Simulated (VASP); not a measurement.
# Os (P6_3/mmc) in VASP: a series of runs

The runs below take Os through single point, with RPBE+D4, BLYP.

All numbers are computed with VASP 6.6.1; they aren't measurements. Logs are shortened: lines on timing, memory, paths and dates and some standing lists are left out, and cuts for length are marked.

## (1) The cell of the first run

The structure is hexagonal, space group P6_3/mmc (No. 194). The conventional cell has a = 2.788 Å, b = 2.788 Å, c = 4.404 Å, α = 90.00°, β = 90.00°, γ = 120.00°. Os (site symmetry -6m2) has 12 Os at 2.73 to 2.79 Å within 3.6 Å.

## (2) Single point, RPBE+D4

The input, INCAR:

```
SYSTEM = Os
PREC = Accurate ; ENCUT = 520
EDIFF = 1E-6 ; ISMEAR = -1
SIGMA = 0.05 ; LREAL = .FALSE.
LASPH = .TRUE. ; NELM = 60
ALGO = Fast ; ISIF = 2
LWAVE = .FALSE. ; LCHARG = .TRUE.
GGA = RP ; IVDW = 13
LELF = .TRUE. ; LVHAR = .TRUE.
NBANDS = 15
```

The input, KPOINTS:

```
regular mesh
0
G
  11 11 6
  0 0 0
```

The input, POSCAR:

```
Os
1.0
    2.7877234178      0.0000000000      0.0000000000
   -1.3938617089      2.4142392985      0.0000000000
    0.0000000000      0.0000000000      4.4044215090
Os
2
Direct
    0.6666666667      0.3333333333      0.7500000000
    0.3333333333      0.6666666667      0.2500000000
```

Potentials or basis: VASP PAW PBE potentials, release 64 (Os).

Started as:

```
> cat potpaw_PBE.64/Os/POTCAR > POTCAR
> mpirun -np 1 vasp_std > vasp.out
```

OUTCAR:

```text
SYSTEM = Os
   PREC = Accurate
   ENCUT = 520
   EDIFF = 1E-6
   ISMEAR = -1
   LREAL = .FALSE.
   LASPH = .TRUE.
   NELM = 60
   ISIF = 2
   GGA = RP
   IVDW = 13

 ion  position               nearest neighbor table
   1  0.667  0.333  0.750-   2 2.73   2 2.73   2 2.73   2 2.73   2 2.73   2 2.73
   2  0.333  0.667  0.250-   1 2.73   1 2.73   1 2.73   1 2.73   1 2.73   1 2.73

  LATTYP: Found a hexagonal cell.
 ALAT       =     2.7877234178
 C/A-ratio  =     1.5799348963

  Lattice vectors:

 A1 = (   2.7877234178,   0.0000000000,   0.0000000000)
 A2 = (  -1.3938617089,   2.4142392985,   0.0000000000)
 A3 = (   0.0000000000,   0.0000000000,   4.4044215090)

Analysis of symmetry for initial positions (statically):
=====================================================================
 Subroutine PRICEL returns:
 Original cell was already a primitive cell.

 Routine SETGRP: Setting up the symmetry group for a
 hexagonal supercell.

 Subroutine GETGRP returns: Found 24 space group operations
 (whereof 12 operations were pure point group operations)
 out of a pool of 24 trial point group operations.

The static configuration has the point symmetry D_3d.
 The point group associated with its full space group is D_6h.

Analysis of symmetry for dynamics (positions and initial velocities):
=====================================================================
 Subroutine PRICEL returns:
 Original cell was already a primitive cell.

 Routine SETGRP: Setting up the symmetry group for a
 hexagonal supercell.

 Subroutine GETGRP returns: Found 24 space group operations
 (whereof 12 operations were pure point group operations)
 out of a pool of 24 trial point group operations.

The dynamic configuration has the point symmetry D_3d.
 The point group associated with its full space group is D_6h.

 Subroutine INISYM returns: Found 24 space group operations
 (whereof 12 operations are pure point group operations),
 and found     1 'primitive' translations

----------------------------------------------------------------------------------------

                                     Primitive cell

  volume of cell :      29.6428

  direct lattice vectors                    reciprocal lattice vectors
     2.787723418  0.000000000  0.000000000     0.358715644  0.207104573  0.000000000
    -1.393861709  2.414239299  0.000000000     0.000000000  0.414209147  0.000000000
     0.000000000  0.000000000  4.404421509     0.000000000  0.000000000  0.227044573

  length of vectors
     2.787723418  2.787723418  4.404421509     0.414209147  0.414209147  0.227044573

  position of ions in fractional coordinates (direct lattice)
     0.666666667  0.333333333  0.750000000
     0.333333333  0.666666667  0.250000000

  ion indices of the primitive-cell ions
   primitive index   ion index
                 1           1
                 2           2

----------------------------------------------------------------------------------------

 KPOINTS: regular mesh

Automatic generation of k-mesh.
 Grid dimensions read from file:
 generate k-points for:   11   11    6

 Generating k-lattice:

  Cartesian coordinates                     Fractional coordinates (reciprocal lattice)
     0.032610513  0.018827688  0.000000000     0.090909091  0.000000000  0.000000000
     0.000000000  0.037655377  0.000000000     0.000000000  0.090909091  0.000000000
     0.000000000  0.000000000  0.037840762     0.000000000  0.000000000  0.166666667

  Length of vectors
     0.037655377  0.037655377  0.037840762

  Shift w.r.t. Gamma in fractional coordinates (k-lattice)
     0.000000000  0.000000000  0.000000000

 Subroutine IBZKPT returns following result:
 ===========================================

 Found     64 irreducible k-points:

 Following reciprocal coordinates:
            Coordinates               Weight
  0.000000  0.000000  0.000000      1.000000
  0.090909 -0.000000  0.000000      6.000000
  0.181818 -0.000000  0.000000      6.000000
  0.272727 -0.000000  0.000000      6.000000
  0.363636 -0.000000  0.000000      6.000000
  0.454545  0.000000  0.000000      6.000000
[... 16 lines left out ...]
  0.090909  0.090909  0.166667     12.000000
  0.181818  0.090909  0.166667     24.000000
 [... further k-points ...]
   k-points           NKPTS =     64   k-points in BZ     NKDIM =     64   number of bands    NBANDS=     15
   number of dos      NEDOS =    301   number of ions     NIONS =      2
   total plane-waves  NPLWV =  20736
   dimension x,y,z NGX =    24 NGY =   24 NGZ =   36
   dimension x,y,z NGXF=    48 NGYF=   48 NGZF=   72
   ions per type =               2
   NGX,Y,Z   is equivalent  to a cutoff of  14.31, 14.31, 13.59 a.u.
   NGXF,Y,Z  is equivalent  to a cutoff of  28.62, 28.62, 27.18 a.u.
 SYSTEM =  Os
   PREC   = accura    normal or accurate (medium, high low for compatibility)
   ISTART =      0    job   : 0-new  1-cont  2-samecut
   ICHARG =      2    charge: 1-file 2-atom 10-const
   ISPIN  =      1    spin polarized calculation?
   LNONCOLLINEAR =      F non collinear calculations
   LSORBIT =      F    spin-orbit coupling
   LASPH  =      T    aspherical Exc in radial PAW
   ENCUT  =  520.0 eV  38.22 Ry    6.18 a.u.   5.18  5.18  8.19*2*pi/ulx,y,z
   NELM   =     60;   NELMIN=  2; NELMDL= -5     # of ELM steps
   EDIFF  = 0.1E-05   stopping-criterion for ELM
   LREAL  =      F    real-space projection
   EDIFFG = 0.1E-04   stopping-criterion for IOM
   NSW    =      0    number of steps for IOM
   IBRION =     -1    ionic relax: 0-MD 1-quasi-New 2-CG
   NFREE  =      0    steps in history (QN), initial steepest desc. (CG)
   ISIF   =      2    stress and relaxation
   ISYM   =      2    0-nonsym 1-usesym 2-fastsym
   POTIM  = 0.5000    time-step for ionic-motion
   TEBEG  =    0.0;   TEEND  =   0.0 temperature during run
   PSTRESS=    0.0 pullay stress
   NELECT =      16.0000    total number of electrons
   NUPDOWN=      -1.0000    fix difference up-down
   EMIN   =  10.00;   EMAX   =-10.00  energy-range for DOS
   EFERMI =   0.00;   METHOD = LEGACY
   ISMEAR =    -1;   SIGMA  =   0.05  broadening in eV -4-tet -1-fermi 0-gaus
   EFERMI_NEDOS =   21; number of points for ismear=-14 and -15
   IALGO  =     68    algorithm
   IMIX   =      4    mixing-type and parameters
     AMIX     =   0.40;   BMIX     =  1.00
     AMIX_MAG =   1.60;   BMIX_MAG =  1.00
  volume/ion in A,a.u.               =      14.82       100.02
  Fermi-wavevector in a.u.,A,eV,Ry     =   1.332934  2.518879 24.173636  1.776712
  Thomas-Fermi vector in A             =   2.461831
   LORBIT       =      0    0 simple, 1 ext, 2 COOP (PROOUT), +10 PAW based schemes
   GGA     = RP    functional components
   LHFCALC =     F    Hartree Fock is set to
   AEXX    =    0.0000 exact exchange contribution
   IVDW    =    13    specifies the selected vdW correction
   LEPSILON=     F    determine dielectric tensor
   LRPA    =     F    only Hartree local field effects (RPA)
 non-spin polarized calculation
 RMM-DIIS sequential band-by-band and
  energy-cutoff  :      520.00
  volume of cell :       29.64
 maximum number of plane-waves:       813
 NGX is ok and might be reduce to    24
   NGX = 11   NGY = 11   NGZ = 17

 number of electron      15.9999998 magnetization

 Free energy of the ion-electron system (eV)
  ---------------------------------------------------
  ext. energy  EPLUGINS =         0.00000000
  ---------------------------------------------------
  free energy    TOTEN  =       -21.16844167 eV

  energy without entropy =      -21.15388496  energy(sigma->0) =      -21.16116332

 E-fermi :   8.6393     XC(G=0): -13.6934

 val. band max:        8.6162613736   @ k =   0.3636  -0.0000   0.3333
 cond. band min:       8.6957611661   @ k =   0.3636   0.0909   0.3333
 fundamental gap:      0.0794997925
 Fermi energy:         8.6393303608

 k-point     1 :       0.0000    0.0000    0.0000
  band No.  band energies     occupation
      1      -1.7219      2.00000
      2       1.4408      2.00000
      3       5.8922      2.00000
      4       5.8922      2.00000
      5       6.1155      2.00000
      6       6.6550      2.00000
      7       6.6550      2.00000
      8       7.2443      2.00000
      9       7.2443      2.00000
     10       8.7125      0.37605
     11      10.2224      0.00000
     12      10.2224      0.00000
     13      17.0989      0.00000
     14      22.7000      0.00000
     15      25.3295      0.00000

 k-point     2 :       0.0909   -0.0000    0.0000
  band No.  band energies     occupation
      1      -1.4106      2.00000
      2       1.7129      2.00000
      3       5.3847      2.00000
      4       6.1626      2.00000
      5       6.4438      2.00000
      6       6.5901      2.00000
      7       6.8105      2.00000
      8       6.9062      2.00000
      9       7.0367      2.00000
     10       7.7120      2.00000
     11      10.3605      0.00000
     12      11.7542      0.00000
     13      17.0613      0.00000
     14      23.3009      0.00000
     15      25.7175      0.00000

 k-point     3 :       0.1818   -0.0000    0.0000
  band No.  band energies     occupation
      1      -0.5449      2.00000
      2       2.3572      2.00000
      3       4.7879      2.00000
      4       5.4494      2.00000
      5       6.0607      2.00000
      6       6.5659      2.00000
      7       6.9444      2.00000
      8       7.1634      2.00000
      9       7.2677      2.00000
     10       7.6260      2.00000
     11      10.6422      0.00000
     12      13.9966      0.00000
     13      16.8940      0.00000
     14      23.9317      0.00000
     15      25.8733      0.00000

 k-point     4 :       0.2727   -0.0000    0.0000
  band No.  band energies     occupation
      1       0.6305      2.00000
      2       2.6730      2.00000
      3       4.1711      2.00000
      4       4.7160      2.00000
      5       5.9225      2.00000
      6       6.0619      2.00000
      7       6.7800      2.00000
      8       8.1312      1.99992
      9       8.3039      1.99756
     10       8.7012      0.44987
     11      10.8929      0.00000
     12      16.2832      0.00000
     13      16.6351      0.00000
     14      21.2368      0.00000
     15      24.3359      0.00000
[... 307 lines left out ...]
 k-point    22 :       0.4545    0.0000    0.1667
  band No.  band energies     occupation
      1       1.6608      2.00000
      2       2.1968      2.00000
      3       3.4968      2.00000
      4       4.5083      2.00000
      5       5.7034      2.00000
      6       6.7980      2.00000
      7       7.7646      2.00000
      8      10.2150      0.00000
      9      10.5659      0.00000
     10      10.9885      0.00000
     11      11.6127      0.00000
     12      14.3555      0.00000
     13      16.9794      0.00000
     14      19.1129      0.00000
     15      21.1566      0.00000

 k-point    23 :       0.0909    0.0909    0.1667
  band No.  band energies     occupation
      1      -0.5268      2.00000
      2       2.2580      2.00000
      3       4.9237      2.00000
      4       5.2418      2.00000
      5       5.9864      2.00000
      6       6.3084      2.00000
      7       6.7209      2.00000
      8       7.0572      2.00000
      9       7.6970      2.00000
     10       7.7672      2.00000
     11      10.4606      0.00000
     12      12.3731      0.00000
     13      18.5780      0.00000
     14      23.7548      0.00000
     15      25.7395      0.00000

 k-point    24 :       0.1818    0.0909    0.1667
  band No.  band energies     occupation
      1       0.4632      2.00000
      2       2.9477      2.00000
      3       4.2711      2.00000
      4       4.4952      2.00000
      5       5.6604      2.00000
      6       6.2219      2.00000
      7       6.7352      2.00000
      8       7.6267      2.00000
      9       8.1852      1.99977
     10       8.5247      1.81650
     11      10.6027      0.00000
     12      13.7944      0.00000
     13      18.6332      0.00000
     14      23.0853      0.00000
     15      24.2524      0.00000

 [... further k-points ...]

------------------------ aborting loop because EDIFF is reached ----------------------------------------

  DFT-D4 for vdW energy calculation

  Edisp (eV):   -2.34594

  FORCE on cell =-STRESS in cart. coord.  units (eV):
  Direction    XX          YY          ZZ          XY          YZ          ZX
  --------------------------------------------------------------------------------------
  -------------------------------------------------------------------------------------
  Total      -4.09363    -4.09363    -4.30750     0.00000    -0.00000    -0.00000
  in kB    -221.25868  -221.25868  -232.81804     0.00000    -0.00000    -0.00000
  external pressure =     -225.11 kB  Pullay stress =        0.00 kB

 VOLUME and BASIS-vectors are now :
 -----------------------------------------------------------------------------
  energy-cutoff  :      520.00
  volume of cell :       29.64
      direct lattice vectors                 reciprocal lattice vectors
     2.787723418  0.000000000  0.000000000     0.358715644  0.207104573  0.000000000
    -1.393861709  2.414239299  0.000000000     0.000000000  0.414209147  0.000000000
     0.000000000  0.000000000  4.404421509     0.000000000  0.000000000  0.227044573

 POSITION                                       TOTAL-FORCE (eV/Angst)
 -----------------------------------------------------------------------------------
      1.39386      0.80475      3.30332         0.000000     -0.000000      0.000000
     -0.00000      1.60949      1.10111        -0.000000      0.000000      0.000000
 -----------------------------------------------------------------------------------
    total drift:                               -0.000000      0.000000     -0.000000

  FREE ENERGIE OF THE ION-ELECTRON SYSTEM (eV)
  ---------------------------------------------------
  free  energy   TOTEN  =       -23.5143830470 eV

  energy  without entropy=      -23.4998263356  energy(sigma->0) =      -23.50710469
```

Wall time 47 s (1 thread of Intel Xeon 8259CL, shared host); peak memory 0.16 GiB.

What came out:

* Free energy: -23.5144 eV
* Pressure: -22.5 GPa
* Band gap on the k mesh: zero (bands 8 and 9 overlap by 3.54 eV)
* Dispersion energy per atom: -1.173 eV

Caveat: the cell stands under tension; the dispersion term is far too large for a dense solid, which distorts pressure and volume; the PAW data sets were made with another functional, which shifts forces and pressure a little; spin-orbit coupling is left out, which moves the levels of the heavy elements.

## (3) Single point, BLYP

This run uses another cell than the first one, of 14.91 Å³/atom.

The input, INCAR:

```
SYSTEM = Os
PREC = Accurate
ENCUT = 520
EDIFF = 1E-6
ISMEAR = -1
SIGMA = 0.05
LREAL = .FALSE.
LASPH = .TRUE.
NELM = 80
ALGO = Normal
ISIF = 2
LWAVE = .FALSE.
LCHARG = .TRUE.
GGA = B5
ALDAX = 1.0
AGGAX = 1.0
AGGAC = 1.0
ALDAC = 0.0
LELF = .TRUE.
LVHAR = .TRUE.
NBANDS = 15
```

KPOINTS is that of step 2.

The input, POSCAR:

```
Os
1.0
    2.7957880305      0.0000000000      0.0000000000
   -1.3978940152      2.4212234580      0.0000000000
    0.0000000000      0.0000000000      4.4048845903
Os
2
Direct
    0.6666666667      0.3333333333      0.7500000000
    0.3333333333      0.6666666667      0.2500000000
```

Potentials or basis: VASP PAW PBE potentials, release 64 (Os).

Started as:

```
> cat potpaw_PBE.64/Os/POTCAR > POTCAR
> mpirun -np 1 vasp_std > vasp.out
```

It took 56 s on 1 thread of Intel Xeon 8259CL, shared host; peak memory 0.17 GiB.

It converged, with:

```yaml
Free_energy: -19.3059 eV
Pressure: 2.6 GPa
Band_gap_on_the_k_mesh: zero (bands 8 and 9 overlap by 3.53 eV)
```

Stress tensor (GPa, compression positive):
```
2.54 0.00 0.00
0.00 2.54 0.00
0.00 0.00 2.72
```

Levels at points of the mesh, in eV from the Fermi level:
| k point | band 5 | band 6 | band 7 | band 8 | band 9 | band 10 | band 11 | band 12 |
| --- | --- | --- | --- | --- | --- | --- | --- | --- |
| (0.00, 0.00, 0.00) | -2.49 | -1.99 | -1.99 | -1.43 | -1.43 | 0.43 | 1.57 | 1.57 |
| (0.00, 0.00, 0.50) | -2.93 | -2.93 | -2.93 | -2.93 | 0.82 | 0.82 | 0.82 | 0.82 |

Caveat: the PAW data sets were made with another functional, which shifts forces and pressure a little; spin-orbit coupling is left out, which moves the levels of the heavy elements.

The gap in the log of VASP goes by the Fermi energy; the results here count the filled bands.